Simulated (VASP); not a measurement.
**Ge4P3: single point with PBE**

Ge4P3:

```xyz
7
Lattice="5.1617 0.0000 0.0000 0.0000 5.1617 0.0000 0.0000 0.0000 5.1617" Properties=species:S:1:pos:R:3 pbc="T T T"
Ge    2.5808    2.5808    0.0000
Ge    0.0000    2.5808    2.5808
Ge    2.5808    0.0000    2.5808
Ge    2.5808    2.5808    2.5808
P     2.5808    0.0000    0.0000
P     0.0000    2.5808    0.0000
P     0.0000    0.0000    2.5808
```

The cell was built from a structure type or drawn by symmetry, and may not be a known phase.

| Item | Value |
| --- | --- |
| Program | VASP 6.6.1 |
| Task | single point |
| Functional | PBE |
| Potentials or basis | VASP PAW PBE potentials, release 64 (Ge_d, P) |
| Cutoff | 520 eV |
| k mesh | 8 × 8 × 8 |
| Occupations | gaussian, width 0.1 eV |
| Spin | no spin polarisation |
| Dipole correction | no |
| Further INCAR settings | ALGO = Normal; EDIFF = 1e-06; NBANDS = 44 |

| Property | Result |
| --- | --- |
| Pressure | 0.1 GPa |
| Band gap on the k mesh | zero (an odd number of electrons rules out a gap without spin polarisation) |

Levels at points of the mesh, in eV from the Fermi level:
| k point | band 34 | band 35 | band 36 | band 37 | band 38 | band 39 |
| --- | --- | --- | --- | --- | --- | --- |
| (0.00, 0.00, 0.00) | -1.63 | -1.63 | -1.20 | 0.69 | 0.69 | 0.69 |
| (0.50, 0.00, 0.00) | -1.38 | -0.29 | -0.25 | -0.25 | 1.06 | 1.46 |
| (0.50, 0.50, 0.00) | 0.02 | 0.24 | 0.24 | 1.09 | 1.09 | 1.13 |
| (0.50, 0.50, 0.50) | 0.94 | 0.94 | 0.94 | 1.31 | 1.31 | 1.31 |

Wall time 2.9 min on 1 thread of Intel(R) Xeon(R) Platinum 8488C (Sapphire Rapids), on a shared host, peak memory 0.33 GiB.
